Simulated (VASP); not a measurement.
Here is a VASP 6.6.1 calculation.

The input INCAR:

```
SYSTEM = La
  PREC = Accurate
  ENCUT = 520
  EDIFF = 1E-6
  ISMEAR = -1
  SIGMA = 0.05
  LREAL = .FALSE.
  LASPH = .TRUE.
  NELM = 80
  ALGO = Normal
  ISIF = 2
  LWAVE = .FALSE.
  LCHARG = .TRUE.
  GGA = CA
  LELF = .TRUE.
  LVHAR = .TRUE.
  NBANDS = 12
```

The input KPOINTS:

```
regular mesh
0
G
  13 13 13
  0 0 0
```

The input POSCAR:

```
La
1.0
    3.0663369685      0.0000000000      0.0000000000
    0.0000000000      3.0663369685      0.0000000000
    0.0000000000      0.0000000000      3.0663369685
La
1
Direct
    0.0000000000      0.0000000000      0.0000000000
```

Potentials or basis: VASP PAW LDA potentials, release 64 (La).

Command:

```sh
$ cat potpaw_LDA.64/La/POTCAR > POTCAR
$ mpirun -np 1 vasp_std > vasp.out
```

Question: Estimate the pressure.

Answer: 3.7 GPa.
